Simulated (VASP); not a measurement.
# GaN (P6_3mc) in VASP: single point with PBEsol

Aim: the single point of GaN with PBEsol.

Everything below comes from runs of VASP 6.6.1. Logs are shortened: lines on timing, memory, paths and dates and some standing lists are left out, and cuts for length are marked.

**1. The cell of the first run**

It takes space group P6_3mc (No. 186, hexagonal). The conventional cell has a = 3.183 Å, b = 3.183 Å, c = 5.186 Å, α = 90.00°, β = 90.00°, γ = 120.00°. Within 2.6 Å of Ga (site symmetry 3m) lie 4 N at 1.95 Å. N (site symmetry 3m) has 4 Ga at 1.95 Å within 2.6 Å.

**2. Single point, PBEsol**

INCAR

```
PREC = Accurate
ENCUT = 600
EDIFF = 1E-6
ISMEAR = 0
SIGMA = 0.02
LREAL = False
LASPH = True
NELM = 120
ALGO = Normal
ISIF = 2
LWAVE = False
LCHARG = False
GGA = PS
NBANDS = 26
GGA_COMPAT = False
```

KPOINTS

```
Automatic mesh
0
Gamma
  12 12 6
```

POSCAR

```
GaN
1.0
    3.1827316625      0.0000000000      0.0000000000
   -1.5913658312      2.7563264731      0.0000000000
    0.0000000000      0.0000000000      5.1857398946
Ga N
2 2
Direct
    0.3333333333      0.6666666667      0.0001953684
    0.6666666667      0.3333333333      0.5001953684
    0.3333333333      0.6666666667      0.3768046316
    0.6666666667      0.3333333333      0.8768046316
```

Potentials or basis: VASP PAW PBE potentials, release 64 (Ga_d, N).

Command:

```bash
$ cat potpaw_PBE.64/Ga_d/POTCAR potpaw_PBE.64/N/POTCAR > POTCAR
$ mpirun -np 1 vasp_std > vasp.out
```

OUTCAR:

```text
PREC = Accurate
   ENCUT = 600
   EDIFF = 1E-6
   ISMEAR = 0
   LREAL = False
   LASPH = True
   NELM = 120
   ISIF = 2
   GGA = PS

 ion  position               nearest neighbor table
   1  0.333  0.667  0.000-   4 1.95   4 1.95   4 1.95   3 1.95
   2  0.667  0.333  0.500-   3 1.95   3 1.95   3 1.95   4 1.95
   3  0.333  0.667  0.377-   2 1.95   2 1.95   2 1.95   1 1.95
   4  0.667  0.333  0.877-   1 1.95   1 1.95   1 1.95   2 1.95

  LATTYP: Found a hexagonal cell.
 ALAT       =     3.1827316625
 C/A-ratio  =     1.6293361943

  Lattice vectors:

 A1 = (   3.1827316625,   0.0000000000,   0.0000000000)
 A2 = (  -1.5913658312,   2.7563264731,   0.0000000000)
 A3 = (   0.0000000000,   0.0000000000,   5.1857398946)

Analysis of symmetry for initial positions (statically):
=====================================================================
 Subroutine PRICEL returns:
 Original cell was already a primitive cell.

 Routine SETGRP: Setting up the symmetry group for a
 hexagonal supercell.

 Subroutine GETGRP returns: Found 12 space group operations
 (whereof  6 operations were pure point group operations)
 out of a pool of 24 trial point group operations.

The static configuration has the point symmetry C_3v.
 The point group associated with its full space group is C_6v.

Analysis of symmetry for dynamics (positions and initial velocities):
=====================================================================
 Subroutine PRICEL returns:
 Original cell was already a primitive cell.

 Routine SETGRP: Setting up the symmetry group for a
 hexagonal supercell.

 Subroutine GETGRP returns: Found 12 space group operations
 (whereof  6 operations were pure point group operations)
 out of a pool of 24 trial point group operations.

The dynamic configuration has the point symmetry C_3v.
 The point group associated with its full space group is C_6v.

 Subroutine INISYM returns: Found 12 space group operations
 (whereof  6 operations are pure point group operations),
 and found     1 'primitive' translations

----------------------------------------------------------------------------------------

                                     Primitive cell

  volume of cell :      45.4927

  direct lattice vectors                    reciprocal lattice vectors
     3.182731663  0.000000000  0.000000000     0.314195511  0.181400863  0.000000000
[... 90 lines left out ...]
   EDIFF  = 0.1E-05   stopping-criterion for ELM
   LREAL  =      F    real-space projection
   EDIFFG = 0.1E-04   stopping-criterion for IOM
   NSW    =      0    number of steps for IOM
   IBRION =     -1    ionic relax: 0-MD 1-quasi-New 2-CG
   NFREE  =      0    steps in history (QN), initial steepest desc. (CG)
   ISIF   =      2    stress and relaxation
   ISYM   =      2    0-nonsym 1-usesym 2-fastsym
   POTIM  = 0.5000    time-step for ionic-motion
   TEBEG  =    0.0;   TEEND  =   0.0 temperature during run
   PSTRESS=    0.0 pullay stress
   NELECT =      36.0000    total number of electrons
   NUPDOWN=      -1.0000    fix difference up-down
   EMIN   =  10.00;   EMAX   =-10.00  energy-range for DOS
   EFERMI =   0.00;   METHOD = LEGACY
   ISMEAR =     0;   SIGMA  =   0.02  broadening in eV -4-tet -1-fermi 0-gaus
   EFERMI_NEDOS =   21; number of points for ismear=-14 and -15
   IALGO  =     38    algorithm
   IMIX   =      4    mixing-type and parameters
     AMIX     =   0.40;   BMIX     =  1.00
     AMIX_MAG =   1.60;   BMIX_MAG =  1.00
  volume/ion in A,a.u.               =      11.37        76.75
  Fermi-wavevector in a.u.,A,eV,Ry     =   1.514242  2.861502 31.197177  2.292928
  Thomas-Fermi vector in A             =   2.623925
   LORBIT       =      0    0 simple, 1 ext, 2 COOP (PROOUT), +10 PAW based schemes
   GGA     = PS    functional components
   LHFCALC =     F    Hartree Fock is set to
   AEXX    =    0.0000 exact exchange contribution
   IVDW    =     0    specifies the selected vdW correction
   LEPSILON=     F    determine dielectric tensor
   LRPA    =     F    only Hartree local field effects (RPA)
 non-spin polarized calculation
 Gauss-broadening in eV      SIGMA  =   0.02
  energy-cutoff  :      600.00
  volume of cell :       45.49
 maximum number of plane-waves:      1538
 NGX is ok and might be reduce to    28
   NGX = 13   NGY = 13   NGZ = 21

 number of electron      35.9999995 magnetization

 Free energy of the ion-electron system (eV)
  ---------------------------------------------------
  ext. energy  EPLUGINS =         0.00000000
  ---------------------------------------------------
  free energy    TOTEN  =       -26.27215998 eV

  energy without entropy =      -26.27215998  energy(sigma->0) =      -26.27215998

 E-fermi :   5.3726     XC(G=0): -11.9277

 val. band max:        5.2343552945   @ k =   0.0000   0.0000   0.0000
 cond. band min:       7.1271491490   @ k =   0.0000   0.0000   0.0000
 fundamental gap:      1.8927938546
 Fermi energy:         5.3726028207

 k-point     1 :       0.0000    0.0000    0.0000
  band No.  band energies     occupation
      1     -10.7822      2.00000
      2      -9.8137      2.00000
      3      -8.1712      2.00000
      4      -8.1553      2.00000
      5      -8.1553      2.00000
      6      -8.0925      2.00000
[... 685 lines left out ...]
     25      16.4697      0.00000
     26      18.2470      0.00000

 [... further k-points ...]

------------------------ aborting loop because EDIFF is reached ----------------------------------------

  FORCE on cell =-STRESS in cart. coord.  units (eV):
  Direction    XX          YY          ZZ          XY          YZ          ZX
  --------------------------------------------------------------------------------------
  -------------------------------------------------------------------------------------
  Total       -0.1128882     -0.1128882     -0.1026805     -0.0000000      0.0000000      0.0000000
  in kB       -3.9757368     -3.9757368     -3.6162381     -0.0000000      0.0000000      0.0000000
  external PRESSURE =      -3.8559039 kB  Pullay stress =       0.0000000 kB

 VOLUME and BASIS-vectors are now :
 -----------------------------------------------------------------------------
  energy-cutoff  :      600.00
  volume of cell :       45.49
      direct lattice vectors                 reciprocal lattice vectors
     3.182731663  0.000000000  0.000000000     0.314195511  0.181400863  0.000000000
    -1.591365831  2.756326473  0.000000000     0.000000000  0.362801725  0.000000000
     0.000000000  0.000000000  5.185739895     0.000000000  0.000000000  0.192836513

 POSITION                                       TOTAL-FORCE (eV/Angst)
 -----------------------------------------------------------------------------------
     -0.00000      1.83755      0.00101        -0.000000      0.000000     -0.000418
      1.59137      0.91878      2.59388         0.000000      0.000000     -0.000418
     -0.00000      1.83755      1.95401         0.000000      0.000000      0.000418
      1.59137      0.91878      4.54688        -0.000000     -0.000000      0.000418
 -----------------------------------------------------------------------------------
    total drift:                               -0.000000     -0.000000     -0.000027

  FREE ENERGIE OF THE ION-ELECTRON SYSTEM (eV)
  ---------------------------------------------------
  free  energy   TOTEN  =       -26.2721599768 eV

  energy  without entropy=      -26.2721599768  energy(sigma->0) =      -26.27215998
```

OSZICAR:

```text
N       E                     dE             d eps       ncg     rms          rms(c)
DAV:   1     0.292588615195E+03    0.29259E+03   -0.19032E+04  4284   0.280E+03
DAV:   2     0.886577325656E+01   -0.28372E+03   -0.26772E+03  4248   0.526E+02
DAV:   3    -0.285333302852E+02   -0.37399E+02   -0.36774E+02  4594   0.152E+02
DAV:   4    -0.298862649798E+02   -0.13529E+01   -0.13462E+01  4700   0.307E+01
DAV:   5    -0.299156094648E+02   -0.29344E-01   -0.29301E-01  4764   0.439E+00    0.102E+01
DAV:   6    -0.262594985131E+02    0.36561E+01   -0.86426E+00  6524   0.492E+01    0.303E+00
DAV:   7    -0.263154757582E+02   -0.55977E-01   -0.12697E+00  4186   0.858E+00    0.260E+00
DAV:   8    -0.262930636005E+02    0.22412E-01   -0.19185E-01  6598   0.520E+00    0.113E+00
DAV:   9    -0.262716882938E+02    0.21375E-01   -0.59536E-02  6328   0.400E+00    0.352E-01
DAV:  10    -0.262722298625E+02   -0.54157E-03   -0.55930E-03  4182   0.542E-01    0.958E-02
DAV:  11    -0.262721709598E+02    0.58903E-04   -0.59735E-04  5896   0.465E-01    0.639E-02
DAV:  12    -0.262721806472E+02   -0.96874E-05   -0.74484E-05  4174   0.610E-02    0.779E-02
DAV:  13    -0.262721731103E+02    0.75369E-05   -0.42073E-06  4358   0.221E-02    0.721E-02
DAV:  14    -0.262721664171E+02    0.66932E-05   -0.49651E-06  4762   0.174E-02    0.507E-02
DAV:  15    -0.262721642267E+02    0.21904E-05   -0.12234E-06  2602   0.104E-02    0.407E-02
DAV:  16    -0.262721612595E+02    0.29672E-05   -0.32919E-06  3660   0.162E-02    0.237E-02
DAV:  17    -0.262721602228E+02    0.10367E-05   -0.14508E-06  2570   0.111E-02    0.105E-02
DAV:  18    -0.262721599768E+02    0.24595E-06   -0.10213E-06  2498   0.621E-03
   1 F= -.26272160E+02 E0= -.26272160E+02  d E =-.463351E-25
```

stdout:

```text
POSCAR found type information on POSCAR GaN
 POSCAR found :  2 types and       4 ions
 scaLAPACK will be used
 -----------------------------------------------------------------------------
|                                                                             |
|                                                                             |
|     You enforced a specific xc type in the INCAR file but a different       |
|     I HOPE YOU KNOW WHAT YOU ARE DOING!                                     |
|                                                                             |
 -----------------------------------------------------------------------------

 LDA part: xc-table for (Slater+PW92), standard interpolation
 POSCAR, INCAR and KPOINTS ok, starting setup
 FFT: planning ... GRIDC
 FFT: planning ... GRID_SOFT
 FFT: planning ... GRID
 WAVECAR not read
 entering main loop
```

It took 3.7 min on 1 thread of AMD EPYC 7R43 (Zen 3), shared host; peak memory 0.19 GiB.

Results:

* Free energy: -26.2722 eV
* Pressure: -0.4 GPa
* Band gap on the k mesh: 1.89 eV

Caveat: the PAW data sets were made with another functional, which shifts forces and pressure a little.
